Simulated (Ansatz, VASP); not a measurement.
N: VASP beside Ansatz

The input INCAR:

```
SYSTEM = N
PREC = Accurate
ENCUT = 520
EDIFF = 1E-6
ISMEAR = 0
SIGMA = 0.05
LREAL = .FALSE.
LASPH = .TRUE.
NELM = 60
ALGO = Normal
ISIF = 2
LWAVE = .FALSE.
LCHARG = .TRUE.
LELF = .TRUE.
LVHAR = .TRUE.
NBANDS = 30
```

Contents of KPOINTS:

```
Automatic mesh
0
G
  7 7 2
  0 0 0
```

The input POSCAR:

```
N
1.0
   -3.5269202438      0.0000000000      0.0000000000
   -1.7634601219     -3.0544025283      0.0000000000
   -0.2939100203      0.5090670880     13.3505029787
N
8
Direct
    0.1773938968      0.4892727698      0.9356366191
    0.2625998188      0.4040668479      0.4244010873
    0.1910520430      0.4756146237      0.8536877420
    0.2762579650      0.3904087017      0.3424522103
    0.6385361131      0.6947972202      0.1687833215
    0.5533301911      0.7800031422      0.6800188532
    0.6521942593      0.6811390741      0.0868344444
    0.5669883373      0.7663449960      0.5980699762
```

Input for Ansatz:

```yaml
crystal:
  lattice:
    - [-3.5269202438, 0.0, 0.0]
    - [-1.7634601219, -3.0544025283, 0.0]
    - [-0.2939100203, 0.509067088, 13.3505029787]
  atoms:
    - { symbol: "N", position: [0.1773938968, 0.4892727698, 0.9356366191] }
    - { symbol: "N", position: [0.2625998188, 0.4040668479, 0.4244010873] }
    - { symbol: "N", position: [0.191052043, 0.4756146237, 0.853687742] }
    - { symbol: "N", position: [0.276257965, 0.3904087017, 0.3424522103] }
    - { symbol: "N", position: [0.6385361131, 0.6947972202, 0.1687833215] }
    - { symbol: "N", position: [0.5533301911, 0.7800031422, 0.6800188532] }
    - { symbol: "N", position: [0.6521942593, 0.6811390741, 0.0868344444] }
    - { symbol: "N", position: [0.5669883373, 0.766344996, 0.5980699762] }
basis:
  ecutwfc: 520.0
kpoints:
  mp_grid: { grid: [7, 7, 2] }
hamiltonian:
  xc: lda
scf:
  occupations: { method: gaussian, width: 0.05 }
output:
  forces: true
  stress: true
  eigenvalues: true
  write_density: true
  write_potential: true
  elf: true
  volumetric_format: npy
```

Alike in both runs: task single point; functional LDA; k mesh 7 × 7 × 2; occupations gaussian, width 0.05 eV; no spin polarisation.

```csv
,VASP,Ansatz
version,VASP 6.6.1,Ansatz 0.2.0
potentials or method,"VASP PAW LDA potentials, release 64 (N), cutoff 520 eV","scalar-relativistic, plane waves, PAW"
valence electrons in the cell,40,40
```

Ansatz gave:

- gap on the k mesh at the Fermi level (eV): 6.04
- least direct gap on the mesh (eV): 6.16
- pressure (GPa): 0.5
- traceless stress, the component that is largest in VASP (GPa): 0.47
- rms of the force components (eV/Å): 0.137

**Question.** What did VASP give for the same quantities?

**Answer.** gap on the k mesh at the Fermi level (eV): 5.99; least direct gap on the mesh (eV): 6.11; pressure (GPa): 2.8; traceless stress, the component that is largest in VASP (GPa): 5.45; rms of the force components (eV/Å): 0.870.

LDA's correlation is that of Perdew and Zunger in VASP and of Perdew and Wang (1992) in Ansatz. Atom by atom the forces differ by 0.884 eV/Å (rms over components).

Noted on VASP's run: the standard files for N, O and F lose accuracy on very short bonds.
